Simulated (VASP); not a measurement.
# AlCu (rocksalt type) (Fm-3m) in VASP: notebook, part 2 of 2

VASP 6.6.1. The steps go on from the part before.

**5. Single point, PBEsol (volume scaled by 0.72)**

INCAR reads:

```
PREC = Accurate
ENCUT = 520
EDIFF = 1E-6
ISMEAR = -1
SIGMA = 0.1
LREAL = False
LASPH = True
NELM = 60
ALGO = Normal
ISIF = 2
LWAVE = False
LCHARG = False
GGA = PS
NBANDS = 14
```

KPOINTS reads:

```
regular mesh
0
Gamma
  14 14 14
```

POSCAR reads:

```
AlCu
1.0
    0.0000000000      2.2331556964      2.2331556964
    2.2331556964      0.0000000000      2.2331556964
    2.2331556964      2.2331556964      0.0000000000
Cu Al
1 1
Direct
    0.0000000000      0.0000000000      0.0000000000
    0.5000000000      0.5000000000      0.5000000000
```

Potentials or basis: VASP PAW PBE potentials, release 64 (Cu, Al).

Run with:

```console
$ cat potpaw_PBE.64/Cu/POTCAR potpaw_PBE.64/Al/POTCAR > POTCAR
$ mpirun -np 1 vasp_std > vasp.out
```

OUTCAR:

```text
PREC = Accurate
   ENCUT = 520
   EDIFF = 1E-6
   ISMEAR = -1
   LREAL = False
   LASPH = True
   NELM = 60
   ISIF = 2
   GGA = PS

 ion  position               nearest neighbor table
   1  0.000  0.000  0.000-   2 2.23   2 2.23   2 2.23   2 2.23   2 2.23   2 2.23
   2  0.500  0.500  0.500-   1 2.23   1 2.23   1 2.23   1 2.23   1 2.23   1 2.23

  LATTYP: Found a face centered cubic cell.
 ALAT       =     4.4663113928

  Lattice vectors:

 A1 = (   0.0000000000,   2.2331556964,   2.2331556964)
 A2 = (   2.2331556964,   0.0000000000,   2.2331556964)
 A3 = (   2.2331556964,   2.2331556964,   0.0000000000)

Analysis of symmetry for initial positions (statically):
=====================================================================
 Subroutine PRICEL returns:
 Original cell was already a primitive cell.

 Routine SETGRP: Setting up the symmetry group for a
 face centered cubic supercell.

 Subroutine GETGRP returns: Found 48 space group operations
 (whereof 48 operations were pure point group operations)
 out of a pool of 48 trial point group operations.

The static configuration has the point symmetry O_h .

Analysis of symmetry for dynamics (positions and initial velocities):
=====================================================================
 Subroutine PRICEL returns:
 Original cell was already a primitive cell.

 Routine SETGRP: Setting up the symmetry group for a
 face centered cubic supercell.

 Subroutine GETGRP returns: Found 48 space group operations
 (whereof 48 operations were pure point group operations)
 out of a pool of 48 trial point group operations.

The dynamic configuration has the point symmetry O_h .

 Subroutine INISYM returns: Found 48 space group operations
 (whereof 48 operations are pure point group operations),
 and found     1 'primitive' translations

----------------------------------------------------------------------------------------

                                     Primitive cell

  volume of cell :      22.2734

  direct lattice vectors                    reciprocal lattice vectors
     0.000000000  2.233155696  2.233155696    -0.223898406  0.223898406  0.223898406
     2.233155696  0.000000000  2.233155696     0.223898406 -0.223898406  0.223898406
     2.233155696  2.233155696  0.000000000     0.223898406  0.223898406 -0.223898406

  length of vectors
     3.158159073  3.158159073  3.158159073     0.387803414  0.387803414  0.387803414

  position of ions in fractional coordinates (direct lattice)
     0.000000000  0.000000000  0.000000000
     0.500000000  0.500000000  0.500000000

  ion indices of the primitive-cell ions
   primitive index   ion index
                 1           1
                 2           2

----------------------------------------------------------------------------------------

 KPOINTS: regular mesh

Automatic generation of k-mesh.
 Grid dimensions read from file:
 generate k-points for:   14   14   14

 Generating k-lattice:

  Cartesian coordinates                     Fractional coordinates (reciprocal lattice)
    -0.015992743  0.015992743  0.015992743     0.071428571  0.000000000  0.000000000
[... 38 lines left out ...]
  0.214286  0.142857  0.000000     24.000000
  0.285714  0.142857  0.000000     24.000000
 [... further k-points ...]
   k-points           NKPTS =    104   k-points in BZ     NKDIM =    104   number of bands    NBANDS=     14
   number of dos      NEDOS =    301   number of ions     NIONS =      2
   total plane-waves  NPLWV =  13824
   dimension x,y,z NGX =    24 NGY =   24 NGZ =   24
   dimension x,y,z NGXF=    48 NGYF=   48 NGZF=   48
   ions per type =               1   1
   NGX,Y,Z   is equivalent  to a cutoff of  12.63, 12.63, 12.63 a.u.
   NGXF,Y,Z  is equivalent  to a cutoff of  25.27, 25.27, 25.27 a.u.
 SYSTEM =  unknown system
   PREC   = accura    normal or accurate (medium, high low for compatibility)
   ISTART =      0    job   : 0-new  1-cont  2-samecut
   ICHARG =      2    charge: 1-file 2-atom 10-const
   ISPIN  =      1    spin polarized calculation?
   LNONCOLLINEAR =      F non collinear calculations
   LSORBIT =      F    spin-orbit coupling
   LASPH  =      T    aspherical Exc in radial PAW
   ENCUT  =  520.0 eV  38.22 Ry    6.18 a.u.   5.87  5.87  5.87*2*pi/ulx,y,z
   NELM   =     60;   NELMIN=  2; NELMDL= -5     # of ELM steps
   EDIFF  = 0.1E-05   stopping-criterion for ELM
   LREAL  =      F    real-space projection
   EDIFFG = 0.1E-04   stopping-criterion for IOM
   NSW    =      0    number of steps for IOM
   IBRION =     -1    ionic relax: 0-MD 1-quasi-New 2-CG
   NFREE  =      0    steps in history (QN), initial steepest desc. (CG)
   ISIF   =      2    stress and relaxation
   ISYM   =      2    0-nonsym 1-usesym 2-fastsym
   POTIM  = 0.5000    time-step for ionic-motion
   TEBEG  =    0.0;   TEEND  =   0.0 temperature during run
   PSTRESS=    0.0 pullay stress
   NELECT =      14.0000    total number of electrons
   NUPDOWN=      -1.0000    fix difference up-down
   EMIN   =  10.00;   EMAX   =-10.00  energy-range for DOS
   EFERMI =   0.00;   METHOD = LEGACY
   ISMEAR =    -1;   SIGMA  =   0.10  broadening in eV -4-tet -1-fermi 0-gaus
   EFERMI_NEDOS =   21; number of points for ismear=-14 and -15
   IALGO  =     38    algorithm
   IMIX   =      4    mixing-type and parameters
     AMIX     =   0.40;   BMIX     =  1.00
     AMIX_MAG =   1.60;   BMIX_MAG =  1.00
  volume/ion in A,a.u.               =      11.14        75.15
  Fermi-wavevector in a.u.,A,eV,Ry     =   1.402346  2.650050 26.756867  1.966574
  Thomas-Fermi vector in A             =   2.525117
   LORBIT       =      0    0 simple, 1 ext, 2 COOP (PROOUT), +10 PAW based schemes
   GGA     = PS    functional components
   LHFCALC =     F    Hartree Fock is set to
   AEXX    =    0.0000 exact exchange contribution
   IVDW    =     0    specifies the selected vdW correction
   LEPSILON=     F    determine dielectric tensor
   LRPA    =     F    only Hartree local field effects (RPA)
 non-spin polarized calculation
  energy-cutoff  :      520.00
  volume of cell :       22.27
 maximum number of plane-waves:       612
   NGX = 11   NGY = 11   NGZ = 11

 number of electron      13.9999998 magnetization

 Free energy of the ion-electron system (eV)
  ---------------------------------------------------
  ext. energy  EPLUGINS =         0.00000000
  ---------------------------------------------------
  free energy    TOTEN  =        -6.67203844 eV

  energy without entropy =       -6.65070660  energy(sigma->0) =       -6.66137252

 E-fermi :  10.9641     XC(G=0): -12.4699

 val. band max:       10.9558697455   @ k =  -0.4286   0.3571   0.1429
 cond. band min:      11.0435221885   @ k =   0.2857   0.0000   0.0000
 fundamental gap:      0.0876524430
 Fermi energy:        10.9640878916

 k-point     1 :       0.0000    0.0000    0.0000
  band No.  band energies     occupation
      1      -1.5230      2.00000
      2       5.7758      2.00000
      3       5.7758      2.00000
      4       5.7758      2.00000
      5       5.8293      2.00000
      6       5.8293      2.00000
      7      18.4577      0.00000
      8      18.4577      0.00000
      9      18.4577      0.00000
     10      21.3967      0.00000
     11      21.3967      0.00000
     12      21.3967      0.00000
     13      22.5873      0.00000
     14      26.6647      0.00000
[... 377 lines left out ...]
      1       0.1577      2.00000
      2       5.3990      2.00000
      3       5.4942      2.00000
      4       5.7754      2.00000
      5       6.1153      2.00000
      6       6.1953      2.00000
      7      12.6286      0.00000
      8      15.2502      0.00000
      9      17.4912      0.00000
     10      18.2506      0.00000
     11      20.3816      0.00000
     12      24.2758      0.00000
     13      24.3279      0.00000
     14      26.9729      0.00000

 [... further k-points ...]

------------------------ aborting loop because EDIFF is reached ----------------------------------------

  FORCE on cell =-STRESS in cart. coord.  units (eV):
  Direction    XX          YY          ZZ          XY          YZ          ZX
  --------------------------------------------------------------------------------------
  -------------------------------------------------------------------------------------
  Total        8.4151231      8.4151231      8.4151231     -0.0000000      0.0000000      0.0000000
  in kB      605.3186412    605.3186412    605.3186412     -0.0000000      0.0000000      0.0000000
  external PRESSURE =     605.3186412 kB  Pullay stress =       0.0000000 kB

 VOLUME and BASIS-vectors are now :
 -----------------------------------------------------------------------------
  energy-cutoff  :      520.00
  volume of cell :       22.27
      direct lattice vectors                 reciprocal lattice vectors
     0.000000000  2.233155696  2.233155696    -0.223898406  0.223898406  0.223898406
     2.233155696  0.000000000  2.233155696     0.223898406 -0.223898406  0.223898406
     2.233155696  2.233155696  0.000000000     0.223898406  0.223898406 -0.223898406

 POSITION                                       TOTAL-FORCE (eV/Angst)
 -----------------------------------------------------------------------------------
      0.00000      0.00000      0.00000         0.000000     -0.000000      0.000000
      2.23316      2.23316      2.23316        -0.000000      0.000000     -0.000000
 -----------------------------------------------------------------------------------
    total drift:                                0.000000     -0.000000     -0.000000

  FREE ENERGIE OF THE ION-ELECTRON SYSTEM (eV)
  ---------------------------------------------------
  free  energy   TOTEN  =        -6.6720384446 eV

  energy  without entropy=       -6.6507066040  energy(sigma->0) =       -6.66137252
```

Wall time 37 s (1 thread of AMD EPYC 7R43 (Zen 3), shared host); peak memory 0.12 GiB.

Results:

- Free energy: -6.6720 eV
- Pressure: 60.5 GPa
- Band gap on the k mesh: zero (band 7 reaches 18.46 eV, above the bottom of band 8 at 9.30 eV)

Caveat: the PAW data sets were made with another functional, which shifts forces and pressure a little.

**6. Summary**

| cell | gap on the mesh (eV) | pressure (GPa) |
| --- | --- | --- |
| a = 2.887 Å, angles 60.0°, 2 atoms | none | 194.8 |
| a = 3.037 Å, angles 60.0°, 2 atoms | none | 105.6 |
| a = 3.158 Å, angles 60.0°, 2 atoms | none | 60.5 |

Alike in all rows: task single point; level PBEsol; potentials or basis VASP PAW PBE potentials, release 64 (Cu, Al); no spin polarisation; k mesh 14 × 14 × 14; cutoff (eV) 520; smearing fermi-dirac 0.1 eV.

Caveats: the PAW data sets were made with another functional, which shifts forces and pressure a little.

Total energies depend on the potentials used, so only differences within one code and one set of settings carry meaning.
